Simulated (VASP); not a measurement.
# Pb (Im-3m) in VASP: further runs, part 2 of 2

VASP 6.6.1.

## (4) Single point, PBE

INCAR

```
SYSTEM = Pb
PREC = Accurate
ENCUT = 520
EDIFF = 1E-6
ISMEAR = 0
SIGMA = 0.026000000000000002
LREAL = .FALSE.
LASPH = .TRUE.
NELM = 100
ALGO = Fast
ISIF = 2
LWAVE = .FALSE.
LCHARG = .TRUE.
GGA = PE
LELF = .TRUE.
LVHAR = .TRUE.
NBANDS = 13
```

KPOINTS

```
regular mesh
0
G
  9 9 9
  0 0 0
```

POSCAR

```
Pb
1.0
   -1.9796595667      1.9796595667      1.9796595667
    1.9796595667     -1.9796595667      1.9796595667
    1.9796595667      1.9796595667     -1.9796595667
Pb
1
Direct
    0.0000000000      0.0000000000      0.0000000000
```

Potentials or basis: VASP PAW PBE potentials, release 64 (Pb_d).

Started as:

```sh
$ cat potpaw_PBE.64/Pb_d/POTCAR > POTCAR
$ mpirun -np 1 vasp_std > vasp.out
```

OUTCAR:

```text
SYSTEM = Pb
   PREC = Accurate
   ENCUT = 520
   EDIFF = 1E-6
   ISMEAR = 0
   LREAL = .FALSE.
   LASPH = .TRUE.
   NELM = 100
   ISIF = 2
   GGA = PE

 ion  position               nearest neighbor table
   1  0.000  0.000  0.000-

  LATTYP: Found a body centered cubic cell.
 ALAT       =     3.9593191334

  Lattice vectors:

 A1 = (  -1.9796595667,   1.9796595667,   1.9796595667)
 A2 = (   1.9796595667,  -1.9796595667,   1.9796595667)
 A3 = (   1.9796595667,   1.9796595667,  -1.9796595667)

Analysis of symmetry for initial positions (statically):
=====================================================================
 Subroutine PRICEL returns:
 Original cell was already a primitive cell.

 Routine SETGRP: Setting up the symmetry group for a
 body centered cubic supercell.

 Subroutine GETGRP returns: Found 48 space group operations
 (whereof 48 operations were pure point group operations)
 out of a pool of 48 trial point group operations.

The static configuration has the point symmetry O_h .

Analysis of symmetry for dynamics (positions and initial velocities):
=====================================================================
 Subroutine PRICEL returns:
 Original cell was already a primitive cell.

 Routine SETGRP: Setting up the symmetry group for a
 body centered cubic supercell.

 Subroutine GETGRP returns: Found 48 space group operations
 (whereof 48 operations were pure point group operations)
 out of a pool of 48 trial point group operations.

The dynamic configuration has the point symmetry O_h .

 Subroutine INISYM returns: Found 48 space group operations
 (whereof 48 operations are pure point group operations),
 and found     1 'primitive' translations

----------------------------------------------------------------------------------------

                                     Primitive cell

  volume of cell :      31.0336

[... 109 lines left out ...]
  Thomas-Fermi vector in A             =   2.389319
   LORBIT       =      0    0 simple, 1 ext, 2 COOP (PROOUT), +10 PAW based schemes
   GGA     = PE    functional components
   LHFCALC =     F    Hartree Fock is set to
   AEXX    =    0.0000 exact exchange contribution
   IVDW    =     0    specifies the selected vdW correction
   LEPSILON=     F    determine dielectric tensor
   LRPA    =     F    only Hartree local field effects (RPA)
 non-spin polarized calculation
 RMM-DIIS sequential band-by-band and
 Gauss-broadening in eV      SIGMA  =   0.03
  energy-cutoff  :      520.00
  volume of cell :       31.03
 maximum number of plane-waves:       887
 NGX is ok and might be reduce to    28
   NGX = 13   NGY = 13   NGZ = 13

 number of electron      14.0000002 magnetization

 Free energy of the ion-electron system (eV)
  ---------------------------------------------------
  ext. energy  EPLUGINS =         0.00000000
  ---------------------------------------------------
  free energy    TOTEN  =        -3.50259638 eV

  energy without entropy =       -3.50248827  energy(sigma->0) =       -3.50254232

 E-fermi :   7.1408     XC(G=0): -10.0815

 val. band max:        6.9588442003   @ k =   0.3333   0.2222   0.0000
 cond. band min:       7.1726808782   @ k =  -0.2222   0.3333   0.1111
 fundamental gap:      0.2138366779
 Fermi energy:         7.1408234080

 k-point     1 :       0.0000    0.0000    0.0000
  band No.  band energies     occupation
      1     -10.1033      2.00000
      2     -10.1033      2.00000
      3     -10.1033      2.00000
      4      -9.8787      2.00000
      5      -9.8787      2.00000
      6      -4.5832      2.00000
      7      14.4591      0.00000
      8      14.4591      0.00000
      9      14.4591      0.00000
     10      18.1003      0.00000
     11      18.1003      0.00000
     12      18.1003      0.00000
     13      18.5376      0.00000
[... 354 lines left out ...]
  band No.  band energies     occupation
      1     -10.1002      2.00000
      2     -10.0485      2.00000
      3      -9.9548      2.00000
      4      -9.8958      2.00000
      5      -9.7650      2.00000
      6      -0.3814      2.00000
      7       3.8496      2.00000
      8       7.7019      0.00000
      9      11.5272      0.00000
     10      15.7797      0.00000
     11      17.1891      0.00000
     12      17.9868      0.00000
     13      19.7351      0.00000

 [... further k-points ...]
[... 5 lines left out ...]
  --------------------------------------------------------------------------------------
  -------------------------------------------------------------------------------------
  Total        0.1304710      0.1304710      0.1304710     -0.0000000     -0.0000000     -0.0000000
  in kB        6.7358607      6.7358607      6.7358607     -0.0000000     -0.0000000     -0.0000000
  external PRESSURE =       6.7358607 kB  Pullay stress =       0.0000000 kB

 VOLUME and BASIS-vectors are now :
 -----------------------------------------------------------------------------
  energy-cutoff  :      520.00
  volume of cell :       31.03
      direct lattice vectors                 reciprocal lattice vectors
    -1.979659567  1.979659567  1.979659567     0.000000000  0.252568678  0.252568678
     1.979659567 -1.979659567  1.979659567     0.252568678  0.000000000  0.252568678
     1.979659567  1.979659567 -1.979659567     0.252568678  0.252568678  0.000000000

 POSITION                                       TOTAL-FORCE (eV/Angst)
 -----------------------------------------------------------------------------------
      0.00000      0.00000      0.00000         0.000000      0.000000      0.000000
 -----------------------------------------------------------------------------------
    total drift:                               -0.000000     -0.000000     -0.000000

  FREE ENERGIE OF THE ION-ELECTRON SYSTEM (eV)
  ---------------------------------------------------
  free  energy   TOTEN  =        -3.5025963756 eV

  energy  without entropy=       -3.5024882715  energy(sigma->0) =       -3.50254232
```

OSZICAR:

```text
N       E                     dE             d eps       ncg     rms          rms(c)
DAV:   1     0.106358494295E+03    0.10636E+03   -0.70974E+03   920   0.124E+03
DAV:   2     0.157072520467E+01   -0.10479E+03   -0.10174E+03   965   0.311E+02
DAV:   3    -0.339672677175E+01   -0.49675E+01   -0.49548E+01  1120   0.735E+01
DAV:   4    -0.350995476846E+01   -0.11323E+00   -0.11321E+00  1094   0.119E+01
DAV:   5    -0.351490391255E+01   -0.49491E-02   -0.49490E-02  1240   0.228E+00    0.526E-01
RMM:   6    -0.350477800513E+01    0.10126E-01   -0.11872E-02  1078   0.158E+00    0.273E-01
RMM:   7    -0.350248222945E+01    0.22958E-02   -0.76419E-03  1081   0.989E-01    0.959E-02
RMM:   8    -0.350253532579E+01   -0.53096E-04   -0.15834E-03  1220   0.611E-01    0.147E-02
RMM:   9    -0.350258504477E+01   -0.49719E-04   -0.51038E-04  1381   0.236E-01    0.155E-02
RMM:  10    -0.350259232514E+01   -0.72804E-05   -0.16723E-04  1152   0.237E-01    0.103E-02
RMM:  11    -0.350259393916E+01   -0.16140E-05   -0.74550E-05  1310   0.100E-01    0.267E-03
RMM:  12    -0.350259593515E+01   -0.19960E-05   -0.20622E-05  1141   0.522E-02    0.245E-03
RMM:  13    -0.350259637560E+01   -0.44046E-06   -0.41941E-06   728   0.242E-02
   1 F= -.35025964E+01 E0= -.35025423E+01  d E =-.108104E-03
```

Run time: 40 s. Hardware: 1 thread of Intel Xeon 8259CL, shared host; peak memory 0.16 GiB.

What came out:

| Item | Value |
| --- | --- |
| Free energy | -3.5026 eV |
| Pressure | 0.7 GPa |
| Band gap on the k mesh | zero (band 7 reaches 14.46 eV, above the bottom of band 8 at 5.02 eV) |

Levels at points of the mesh, in eV from the Fermi level:
| k point | band 4 | band 5 | band 6 | band 7 | band 8 | band 9 | band 10 | band 11 |
| --- | --- | --- | --- | --- | --- | --- | --- | --- |
| (0.00, 0.00, 0.00) | -17.02 | -17.02 | -11.72 | 7.32 | 7.32 | 7.32 | 10.96 | 10.96 |

Caveat: spin-orbit coupling is left out, which moves the levels of the heavy elements.

## (5) Single point, revPBE

This run uses another cell than the first one, of 32.58 Å³/atom, 1.050 times its volume.

INCAR

```
  PREC = Accurate
  ENCUT = 520
  EDIFF = 1E-6
  ISMEAR = -1
  SIGMA = 0.05
  LREAL = False
  LASPH = True
  NELM = 60
  ALGO = Normal
  ISIF = 2
  LWAVE = False
  LCHARG = False
  GGA = RE
  NBANDS = 13
```

KPOINTS

```
Automatic mesh
0
Gamma
  9 9 9
```

POSCAR

```
Pb
1.0
   -2.0120733850      2.0120733850      2.0120733850
    2.0120733850     -2.0120733850      2.0120733850
    2.0120733850      2.0120733850     -2.0120733850
Pb
1
Direct
    0.0000000000      0.0000000000      0.0000000000
```

Started as:

```sh
$ cat potpaw_PBE.64/Pb_d/POTCAR > POTCAR
$ mpirun -np 1 vasp_std > vasp.out
```

Wall time 27 s (1 thread of Intel Xeon 8259CL, shared host); peak memory 0.16 GiB.

The run converged. Its results:

| Quantity | Value |
| --- | --- |
| Free energy | -3.1846 eV |
| Pressure | 0.0 GPa |
| Band gap on the k mesh | zero (band 7 reaches 13.64 eV, above the bottom of band 8 at 4.72 eV) |

Levels at points of the mesh, in eV from the Fermi level:
```tsv
k point	band 5	band 6	band 7	band 8	band 9	band 10
(0.00, 0.00, 0.00)	-16.97	-11.32	7.01	7.01	7.01	10.74
```

Caveat: the PAW data sets were made with another functional, which shifts forces and pressure a little; spin-orbit coupling is left out, which moves the levels of the heavy elements.

## (6) Overview

```tsv
level	cell	smearing	gap on the mesh (eV)	pressure (GPa)
PBE	a = 3.429 Å, angles 109.5°, 1 atom	gaussian 0.024 eV	none	0.6
PBE	a = 3.429 Å, angles 109.5°, 1 atom	gaussian 0.025 eV	none	0.6
PBE	a = 3.429 Å, angles 109.5°, 1 atom	gaussian 0.026 eV	none	0.7
revPBE	a = 3.485 Å, angles 109.5°, 1 atom	fermi-dirac 0.05 eV	none	0.0
```

Alike in all rows: task single point; potentials or basis VASP PAW PBE potentials, release 64 (Pb_d); no spin polarisation; k mesh 9 × 9 × 9; cutoff (eV) 520.

Every run on the cell as given and a fine mesh finds a metal.

Caveats: spin-orbit coupling is left out, which moves the levels of the heavy elements; the PAW data sets were made with another functional, which shifts forces and pressure a little (some runs).

Total energies depend on the potentials used, so only differences within one code and one set of settings carry meaning.
